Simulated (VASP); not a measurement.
# SiC in VASP: notebook, part 2 of 2

VASP 6.6.1. The steps go on from the part before.

## (5) Single point, PBEsol (zz strain of -2 %)

The input, INCAR:

```
  ALGO = Normal
  EDIFF = 1E-6
  ENCUT = 520
  GGA = PS
  ISIF = 2
  ISMEAR = -1
  LASPH = T
  LCHARG = T
  LELF = T
  LREAL = F
  LVHAR = T
  LWAVE = F
  NBANDS = 16
  NELM = 100
  PREC = Accurate
  SIGMA = 0.08
```

The input, KPOINTS:

```
k-points
0
Gamma
  15 15 8
```

The input, POSCAR:

```
SiC
1.0
    3.0759982064      0.0000000000      0.0000000000
   -1.5379991032      2.6638925888      0.0000000000
    0.0000000000      0.0000000000      4.9470400000
Si C
2 2
Direct
    0.3333333333      0.6666666667      0.0000000000
    0.6666666667      0.3333333333      0.5000000000
    0.3333333333      0.6666666667      0.3850000000
    0.6666666667      0.3333333333      0.8850000000
```

Potentials or basis: VASP PAW PBE potentials, release 64 (Si, C).

The run is started by

```
$ cat potpaw_PBE.64/Si/POTCAR potpaw_PBE.64/C/POTCAR > POTCAR
$ mpirun -np 1 vasp_std > vasp.out
```

OUTCAR:

```text
EDIFF = 1E-6
   ENCUT = 520
   GGA = PS
   ISIF = 2
   ISMEAR = -1
   LASPH = T
   LREAL = F
   NELM = 100
   PREC = Accurate

 ion  position               nearest neighbor table
   1  0.333  0.667  0.000-   4 1.86   4 1.86   4 1.86   3 1.90   2 3.05   2 3.05   2 3.05   2 3.05
                             2 3.05   2 3.05
   2  0.667  0.333  0.500-   3 1.86   3 1.86   3 1.86   4 1.90   1 3.05   1 3.05   1 3.05   1 3.05
                             1 3.05   1 3.05
   3  0.333  0.667  0.385-   2 1.86   2 1.86   2 1.86   1 1.90
   4  0.667  0.333  0.885-   1 1.86   1 1.86   1 1.86   2 1.90

  LATTYP: Found a hexagonal cell.
 ALAT       =     3.0759982064
 C/A-ratio  =     1.6082714189

  Lattice vectors:

 A1 = (   3.0759982064,   0.0000000000,   0.0000000000)
 A2 = (  -1.5379991032,   2.6638925888,   0.0000000000)
 A3 = (   0.0000000000,   0.0000000000,   4.9470400000)

Analysis of symmetry for initial positions (statically):
=====================================================================
 Subroutine PRICEL returns:
[... 179 lines left out ...]
 val. band max:        8.6703247197   @ k =   0.0000   0.0000   0.0000
 cond. band min:      10.7602631656   @ k =   0.3333   0.3333   0.0000
 fundamental gap:      2.0899384458
 Fermi energy:         9.7268436131

 k-point     1 :       0.0000    0.0000    0.0000
  band No.  band energies     occupation
      1      -7.3153      2.00000
      2      -3.5218      2.00000
      3      -0.2632      2.00000
      4       6.9017      2.00000
      5       6.9017      2.00000
      6       8.3036      2.00000
[... 433 lines left out ...]
      3       1.0787      2.00000
      4       2.3562      2.00000
      5       2.6639      2.00000
      6       3.6516      2.00000
[... 8 lines left out ...]
     15      19.9495      0.00000
     16      20.3347      0.00000

 [... further k-points ...]

------------------------ aborting loop because EDIFF is reached ----------------------------------------

  FORCE on cell =-STRESS in cart. coord.  units (eV):
  Direction    XX          YY          ZZ          XY          YZ          ZX
  --------------------------------------------------------------------------------------
  -------------------------------------------------------------------------------------
  Total        0.7937824      0.7937824      2.1441254      0.0000000      0.0000000      0.0000000
  in kB       31.3735639     31.3735639     84.7447019      0.0000000      0.0000000      0.0000000
  external PRESSURE =      49.1639432 kB  Pullay stress =       0.0000000 kB

 VOLUME and BASIS-vectors are now :
 -----------------------------------------------------------------------------
  energy-cutoff  :      520.00
  volume of cell :       40.54
      direct lattice vectors                 reciprocal lattice vectors
     3.075998206  0.000000000  0.000000000     0.325097719  0.187695255  0.000000000
    -1.537999103  2.663892589  0.000000000     0.000000000  0.375390511  0.000000000
     0.000000000  0.000000000  4.947040000     0.000000000  0.000000000  0.202141078

 POSITION                                       TOTAL-FORCE (eV/Angst)
 -----------------------------------------------------------------------------------
     -0.00000      1.77593      0.00000         0.000000     -0.000000      0.584116
      1.53800      0.88796      2.47352        -0.000000      0.000000      0.584116
     -0.00000      1.77593      1.90461        -0.000000      0.000000     -0.584116
      1.53800      0.88796      4.37813         0.000000      0.000000     -0.584116
 -----------------------------------------------------------------------------------
    total drift:                                0.000000      0.000000     -0.000193

  FREE ENERGIE OF THE ION-ELECTRON SYSTEM (eV)
  ---------------------------------------------------
  free  energy   TOTEN  =       -31.7716463591 eV

  energy  without entropy=      -31.7716463341  energy(sigma->0) =      -31.77164635
```

OSZICAR:

```text
N       E                     dE             d eps       ncg     rms          rms(c)
DAV:   1     0.239888477841E+02    0.23989E+02   -0.71824E+03  4320   0.897E+02
DAV:   2    -0.329799322585E+02   -0.56969E+02   -0.52138E+02  6056   0.159E+02
DAV:   3    -0.354878934011E+02   -0.25080E+01   -0.24986E+01  5784   0.307E+01
DAV:   4    -0.355057751635E+02   -0.17882E-01   -0.17879E-01  5168   0.316E+00
DAV:   5    -0.355059444580E+02   -0.16929E-03   -0.16929E-03  5760   0.291E-01    0.127E+01
DAV:   6    -0.319209656015E+02    0.35850E+01   -0.60930E+00  5512   0.152E+01    0.586E+00
DAV:   7    -0.318038190699E+02    0.11715E+00   -0.10878E+00  6168   0.612E+00    0.245E+00
DAV:   8    -0.317749856329E+02    0.28833E-01   -0.55991E-02  5032   0.144E+00    0.595E-01
DAV:   9    -0.317714920572E+02    0.34936E-02   -0.69786E-03  5584   0.563E-01    0.112E-01
DAV:  10    -0.317716395764E+02   -0.14752E-03   -0.67776E-04  5248   0.154E-01    0.525E-02
DAV:  11    -0.317716461220E+02   -0.65456E-05   -0.36097E-05  5376   0.443E-02    0.110E-02
DAV:  12    -0.317716463591E+02   -0.23710E-06   -0.33673E-06  5376   0.115E-02
   1 F= -.31771646E+02 E0= -.31771646E+02  d E =-.250230E-07
```

stdout:

```text
POSCAR found type information on POSCAR SiC
 POSCAR found :  2 types and       4 ions
 scaLAPACK will be used
 -----------------------------------------------------------------------------
|                                                                             |
|                                                                             |
|     You enforced a specific xc type in the INCAR file but a different       |
|     I HOPE YOU KNOW WHAT YOU ARE DOING!                                     |
|                                                                             |
 -----------------------------------------------------------------------------

 LDA part: xc-table for (Slater+PW92), standard interpolation
 POSCAR, INCAR and KPOINTS ok, starting setup
 FFT: planning ... GRIDC
 FFT: planning ... GRID_SOFT
 FFT: planning ... GRID
 WAVECAR not read
 entering main loop
```

Wall time 87 s (1 thread of Intel Xeon 8259CL, shared host); peak memory 0.2 GiB.

Results:

| Item | Value |
| --- | --- |
| Free energy | -31.7716 eV |
| Pressure | 4.9 GPa |
| Largest force | 0.584 eV/Å |
| Band gap on the k mesh | 2.09 eV (least direct gap 3.81 eV) |

Forces in eV/Å, atoms in the order of the input:
```
Si   0.000  0.000  0.584
Si   0.000  0.000  0.584
C    0.000  0.000 -0.584
C    0.000  0.000 -0.584
```

Levels at points of the mesh, in eV from the valence-band top:
```
           k point  band 4  band 5  band 6  band 7  band 8  band 9  band 10  band 11  band 12  band 13
(0.00, 0.00, 0.00)   -1.77   -1.77   -0.37   -0.37    0.00    4.34     6.30     6.30     6.38     7.67
(0.00, 0.00, 0.50)   -4.44   -1.12   -1.12   -1.12   -1.12    5.51     5.51     6.97     6.97     6.97
```

Caveat: the cell differs from its parent crystal (zz strain of -2 %); the cell stands under pressure; the PAW data sets were made with another functional, which shifts forces and pressure a little; an odd mesh through Γ misses points on the zone boundary, where band edges can lie.

## (6) Single point, PBEsol (10.24 Å³/atom)

This run uses another cell than the first one, of 10.24 Å³/atom.

The input, INCAR:

```
ALGO = Normal
EDIFF = 1E-6
ENCUT = 520
GGA = PS
ISIF = 2
ISMEAR = -1
LASPH = True
LCHARG = False
LREAL = False
LWAVE = False
NBANDS = 16
NELM = 100
PREC = Accurate
SIGMA = 0.08
```

KPOINTS is that of step 5.

The input, POSCAR:

```
SiC
1.0
    3.0657105101      0.0000000000      0.0000000000
   -1.5328552551      2.6549831825      0.0000000000
    0.0000000000      0.0000000000      5.0311169308
Si C
2 2
Direct
    0.3333333333      0.6666666667      0.0000000000
    0.6666666667      0.3333333333      0.5000000000
    0.3333333333      0.6666666667      0.3850000000
    0.6666666667      0.3333333333      0.8850000000
```

Potentials or basis: VASP PAW PBE potentials, release 64 (Si, C).

The run is started by

```
$ cat potpaw_PBE.64/Si/POTCAR potpaw_PBE.64/C/POTCAR > POTCAR
$ mpirun -np 1 vasp_std > vasp.out
```

Wall time 100 s (1 thread of Intel Xeon 8259CL, shared host); peak memory 0.2 GiB.

Results (log left out):

```yaml
Free_energy: -31.7815 eV
Pressure: 2.9 GPa
Largest_force: 0.767 eV/Å
Band_gap_on_the_k_mesh: 2.14 eV (least direct gap 3.99 eV)
```

Forces in eV/Å, atoms in the order of the input:
```
Si   0.000  0.000  0.767
Si   0.000  0.000  0.767
C    0.000  0.000 -0.767
C    0.000  0.000 -0.767
```

Stress tensor (GPa, compression positive):
```
 4.70  0.00  0.00
 0.00  4.70  0.00
 0.00  0.00 -0.68
```

Levels at points of the mesh, in eV from the valence-band top:
| k point | band 5 | band 6 | band 7 | band 8 | band 9 | band 10 | band 11 | band 12 |
| --- | --- | --- | --- | --- | --- | --- | --- | --- |
| (0.00, 0.00, 0.00) | -1.56 | -0.27 | -0.27 | 0.00 | 4.66 | 6.08 | 6.49 | 6.49 |
| (0.00, 0.00, 0.50) | -0.97 | -0.97 | -0.97 | -0.97 | 5.74 | 5.74 | 7.15 | 7.15 |

Caveat: the PAW data sets were made with another functional, which shifts forces and pressure a little; an odd mesh through Γ misses points on the zone boundary, where band edges can lie.

## (7) The runs side by side

| cell | gap on the mesh (eV) | pressure (GPa) | largest force (eV/Å) |
| --- | --- | --- | --- |
| a = 3.076, b = 3.063, c = 5.048 Å, angles 89.8, 89.4, 119.6°, 4 atoms | 2.15 | 0.6 | 0.78 |
| a = 3.076, b = 3.049, c = 5.049 Å, angles 89.6, 88.8, 119.1°, 4 atoms | 2.14 | 0.8 | 0.84 |
| a = 3.034, b = 3.034, c = 4.980 Å, angles 90.0, 90.0, 120.0°, 4 atoms | 2.08 | 10.5 | 0.82 |
| a = 3.076, b = 3.076, c = 4.947 Å, angles 90.0, 90.0, 120.0°, 4 atoms | 2.09 | 4.9 | 0.58 |
| a = 3.066, b = 3.066, c = 5.031 Å, angles 90.0, 90.0, 120.0°, 4 atoms | 2.14 | 2.9 | 0.77 |

Alike in all rows: task single point; level PBEsol; potentials or basis VASP PAW PBE potentials, release 64 (Si, C); no spin polarisation; k mesh 15 × 15 × 8; cutoff (eV) 520; smearing fermi-dirac 0.08 eV.

Caveats: the PAW data sets were made with another functional, which shifts forces and pressure a little; an odd mesh through Γ misses points on the zone boundary, where band edges can lie; the cell stands under pressure (at least some runs).

Total energies depend on the potentials used, so only differences within one code and one set of settings carry meaning.
